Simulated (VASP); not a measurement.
# ZnO3 in VASP: further runs

Runs on ZnO3. Level: PBE. Tasks: single point.

All numbers are computed with VASP 6.6.1; they aren't measurements. Logs are shortened: lines on timing, memory, paths and dates and some standing lists are left out, and cuts for length are marked.

**1. The cell of the first run**

The cell holds a sheet with vacuum, 4 atoms: a = 2.718 Å, b = 3.613 Å, c = 17.000 Å, α = 90.00°, β = 90.00°, γ = 90.00°.

**2. Single point, PBE**

Contents of INCAR:

```
  PREC = Accurate
  ENCUT = 520
  EDIFF = 1E-6
  ISMEAR = 0
  SIGMA = 0.1
  LREAL = False
  LASPH = True
  NELM = 100
  ALGO = Normal
  ISIF = 2
  LWAVE = False
  LCHARG = False
  LDIPOL = True
  IDIPOL = 3
  DIPOL = 0.5 0.5 0.500
  GGA = PE
  NBANDS = 23
```

Contents of KPOINTS:

```
regular mesh
0
Gamma
  6 6 1
```

Contents of POSCAR:

```
ZnO3
1.0
    2.7180086200      0.0000000000      0.0000000000
    0.0000000000      3.6131582400      0.0000000000
    0.0000000000      0.0000000000     17.0000000000
Zn O
1 3
Direct
    0.0000000000      0.0000000000      0.5000000000
    0.5000000000      0.0000000000      0.5689482200
    0.5000000000      0.0000000000      0.4310517800
    0.0000000000      0.5000000000      0.5000000000
```

Potentials or basis: VASP PAW PBE potentials, release 64 (Zn, O).

On the command line:

```
cat potpaw_PBE.64/Zn/POTCAR potpaw_PBE.64/O/POTCAR > POTCAR
mpirun -np 1 vasp_std > vasp.out
```

OUTCAR:

```text
PREC = Accurate
   ENCUT = 520
   EDIFF = 1E-6
   ISMEAR = 0
   LREAL = False
   LASPH = True
   NELM = 100
   ISIF = 2
   GGA = PE

 ion  position               nearest neighbor table
   1  0.000  0.000  0.500-   2 1.79   3 1.79   2 1.79   3 1.79   4 1.81   4 1.81
   2  0.500  0.000  0.569-   1 1.79   1 1.79
   3  0.500  0.000  0.431-   1 1.79   1 1.79
   4  0.000  0.500  0.500-   1 1.81   1 1.81

  LATTYP: Found a simple orthorhombic cell.
 ALAT       =     2.7180086200
 B/A-ratio  =     1.3293402432
 C/A-ratio  =     6.2545791337

  Lattice vectors:

 A1 = (   2.7180086200,   0.0000000000,   0.0000000000)
 A2 = (   0.0000000000,   3.6131582400,   0.0000000000)
 A3 = (   0.0000000000,   0.0000000000,  17.0000000000)

Analysis of symmetry for initial positions (statically):
=====================================================================
 Subroutine PRICEL returns:
 Original cell was already a primitive cell.

 Routine SETGRP: Setting up the symmetry group for a
 simple orthorhombic supercell.

 Subroutine GETGRP returns: Found  8 space group operations
 (whereof  8 operations were pure point group operations)
 out of a pool of  8 trial point group operations.

The static configuration has the point symmetry D_2h.

Analysis of symmetry for dynamics (positions and initial velocities):
=====================================================================
 Subroutine PRICEL returns:
 Original cell was already a primitive cell.

 Routine SETGRP: Setting up the symmetry group for a
 simple orthorhombic supercell.

 Subroutine GETGRP returns: Found  8 space group operations
 (whereof  8 operations were pure point group operations)
 out of a pool of  8 trial point group operations.

The dynamic configuration has the point symmetry D_2h.

 Subroutine INISYM returns: Found  8 space group operations
 (whereof  8 operations are pure point group operations),
 and found     1 'primitive' translations

----------------------------------------------------------------------------------------

                                     Primitive cell

  volume of cell :     166.9501

  direct lattice vectors                    reciprocal lattice vectors
     2.718008620  0.000000000  0.000000000     0.367916420  0.000000000  0.000000000
     0.000000000  3.613158240  0.000000000     0.000000000  0.276766179  0.000000000
[... 85 lines left out ...]
   NFREE  =      0    steps in history (QN), initial steepest desc. (CG)
   ISIF   =      2    stress and relaxation
   ISYM   =      2    0-nonsym 1-usesym 2-fastsym
   POTIM  = 0.5000    time-step for ionic-motion
   TEBEG  =    0.0;   TEEND  =   0.0 temperature during run
   PSTRESS=    0.0 pullay stress
   NELECT =      30.0000    total number of electrons
   NUPDOWN=      -1.0000    fix difference up-down
   EMIN   =  10.00;   EMAX   =-10.00  energy-range for DOS
   EFERMI =   0.00;   METHOD = LEGACY
   ISMEAR =     0;   SIGMA  =   0.10  broadening in eV -4-tet -1-fermi 0-gaus
   EFERMI_NEDOS =   21; number of points for ismear=-14 and -15
   IALGO  =     38    algorithm
   IMIX   =      4    mixing-type and parameters
     AMIX     =   0.40;   BMIX     =  1.00
     AMIX_MAG =   1.60;   BMIX_MAG =  1.00
  volume/ion in A,a.u.               =      41.74       281.66
  Fermi-wavevector in a.u.,A,eV,Ry     =   0.923818  1.745763 11.611748  0.853439
  Thomas-Fermi vector in A             =   2.049496
   LORBIT       =      0    0 simple, 1 ext, 2 COOP (PROOUT), +10 PAW based schemes
   GGA     = PE    functional components
   LHFCALC =     F    Hartree Fock is set to
   AEXX    =    0.0000 exact exchange contribution
   IVDW    =     0    specifies the selected vdW correction
   LEPSILON=     F    determine dielectric tensor
   LRPA    =     F    only Hartree local field effects (RPA)
 non-spin polarized calculation
 Gauss-broadening in eV      SIGMA  =   0.10
  energy-cutoff  :      520.00
  volume of cell :      166.95
 maximum number of plane-waves:      4542
   NGX = 11   NGY = 13   NGZ = 63

 dipolmoment           0.000000      0.000000      0.000000 electrons x Angstroem

 number of electron      30.0000002 magnetization

 dipolmoment           0.000000      0.000000     -0.000000 electrons x Angstroem

 Free energy of the ion-electron system (eV)
  ---------------------------------------------------
  ext. energy  EPLUGINS =         0.00000000
  ---------------------------------------------------
  free energy    TOTEN  =       -12.18688564 eV

  energy without entropy =      -12.15850351  energy(sigma->0) =      -12.17269458

 E-fermi :  -6.1589     XC(G=0):  -3.2740

 val. band max:       -6.2055631125   @ k =   0.1667   0.3333   0.0000
 cond. band min:      -6.1214185438   @ k =   0.1667   0.5000   0.0000
 fundamental gap:      0.0841445686
 Fermi energy:        -6.1588798612

 k-point     1 :       0.0000    0.0000    0.0000
  band No.  band energies     occupation
      1     -25.5933      2.00000
      2     -23.2601      2.00000
      3     -23.1694      2.00000
      4     -14.6451      2.00000
      5     -14.3384      2.00000
      6     -13.4181      2.00000
[... 405 lines left out ...]
     22       8.8875      0.00000
     23       8.9801      0.00000

------------------------ aborting loop because EDIFF is reached ----------------------------------------

 vacuum level on the upper side and lower side of the slab       (xc-potential included)        -0.194        -0.194

  FORCE on cell =-STRESS in cart. coord.  units (eV):
  Direction    XX          YY          ZZ          XY          YZ          ZX
  --------------------------------------------------------------------------------------
  -------------------------------------------------------------------------------------
  Total        9.9013093      9.2014837      5.6449623     -0.0000000      0.0000000      0.0000000
  in kB       95.0203170     88.3042707     54.1732504     -0.0000000      0.0000000      0.0000000
  external PRESSURE =      79.1659461 kB  Pullay stress =       0.0000000 kB

 VOLUME and BASIS-vectors are now :
 -----------------------------------------------------------------------------
  energy-cutoff  :      520.00
  volume of cell :      166.95
      direct lattice vectors                 reciprocal lattice vectors
     2.718008620  0.000000000  0.000000000     0.367916420  0.000000000  0.000000000
     0.000000000  3.613158240  0.000000000     0.000000000  0.276766179  0.000000000
     0.000000000  0.000000000 17.000000000     0.000000000  0.000000000  0.058823529

 POSITION                                       TOTAL-FORCE (eV/Angst)
 -----------------------------------------------------------------------------------
      0.00000      0.00000      8.50000         0.000000      0.000000      0.000000
      1.35900      0.00000      9.67212         0.000000      0.000000      2.437988
      1.35900      0.00000      7.32788         0.000000     -0.000000     -2.437988
      0.00000      1.80658      8.50000         0.000000      0.000000      0.000000
 -----------------------------------------------------------------------------------
    total drift:                                0.000000      0.000000      0.000000

  FREE ENERGIE OF THE ION-ELECTRON SYSTEM (eV)
  ---------------------------------------------------
  free  energy   TOTEN  =       -12.1868856414 eV

  energy  without entropy=      -12.1585035136  energy(sigma->0) =      -12.17269458

 vacuum level on the upper side and lower side of the slab         1.970         1.970
```

stdout:

```text
POSCAR found type information on POSCAR ZnO
 POSCAR found :  2 types and       4 ions
 scaLAPACK will be used
 LDA part: xc-table for (Slater+PW92), standard interpolation
 POSCAR, INCAR and KPOINTS ok, starting setup
 FFT: planning ... GRIDC
 FFT: planning ... GRID_SOFT
 FFT: planning ... GRID
 WAVECAR not read
 entering main loop
```

It took 1.7 min on 1 thread of Intel Xeon Platinum 8488C (Sapphire Rapids), shared host; peak memory 0.27 GiB.

Results:

* Free energy: -12.1869 eV
* Largest force: 2.438 eV/Å
* Band gap on the k mesh: zero (band 15 reaches -5.64 eV, above the bottom of band 16 at -6.66 eV)

Forces on the atoms (eV/Å):
```
Zn   0.000  0.000  0.000
O    0.000  0.000  2.438
O    0.000  0.000 -2.438
O    0.000  0.000  0.000
```

Levels at points of the mesh, in eV from the Fermi level:
```csv
k point,band 13,band 14,band 15,band 16,band 17,band 18
"(0.00, 0.00, 0.00)",-1.05,-0.67,-0.26,0.12,0.72,7.55
"(0.50, 0.00, 0.00)",-1.72,-0.72,-0.71,-0.43,0.37,11.92
"(0.00, 0.50, 0.00)",-1.10,0.06,0.52,0.54,0.74,10.21
"(0.50, 0.50, 0.00)",-1.09,-0.67,0.24,0.40,0.96,12.93
```

Caveat: the k points lie up to 0.39 Å⁻¹ apart.

**3. Single point, PBE**

Changes to INCAR since step 2:

```diff
@@ -1,3 +1,3 @@
   PREC = Accurate
-  ENCUT = 520
+  ENCUT = 910
   EDIFF = 1E-6
@@ -7,3 +7,3 @@
   LASPH = True
-  NELM = 100
+  NELM = 120
   ALGO = Normal
@@ -17 +17,3 @@
   NBANDS = 23
+  GGA_COMPAT = False
+  NELMDL = -8
```

KPOINTS is that of step 2.

POSCAR is that of step 2.

Potentials or basis: VASP PAW PBE potentials, release 64 (Zn, O_h).

On the command line:

```
cat potpaw_PBE.64/Zn/POTCAR potpaw_PBE.64/O_h/POTCAR > POTCAR
mpirun -np 1 vasp_std > vasp.out
```

Run time: 2.3 min. Hardware: 1 thread of Intel Xeon 6975P-C (Granite Rapids), shared host; peak memory 0.46 GiB.

The run converged. Its results:

- Free energy: -12.2289 eV
- Largest force: 2.393 eV/Å
- Band gap on the k mesh: zero (band 15 reaches -5.48 eV, above the bottom of band 16 at -6.51 eV)

Forces in eV/Å, atoms in the order of the input:
```
Zn   0.000  0.000  0.000
O    0.000  0.000  2.393
O    0.000  0.000 -2.393
O    0.000  0.000  0.000
```

Levels at points of the mesh, in eV from the Fermi level:
```
           k point  band 12  band 13  band 14  band 15  band 16  band 17  band 18  band 19
(0.00, 0.00, 0.00)    -1.66    -1.05    -0.68    -0.26     0.12     0.72     7.51     7.91
(0.50, 0.00, 0.00)    -3.21    -1.72    -0.72    -0.71    -0.43     0.37    11.90    12.42
(0.00, 0.50, 0.00)    -1.99    -1.11     0.06     0.53     0.53     0.74    10.18    10.44
(0.50, 0.50, 0.00)    -2.67    -1.09    -0.67     0.24     0.41     0.96    12.93    14.54
```

Caveat: the k points lie up to 0.39 Å⁻¹ apart; the cutoff is under 1.25 times the usual one of these potentials, so pressure, stress and relaxed cells hold a basis-set (Pulay) error.
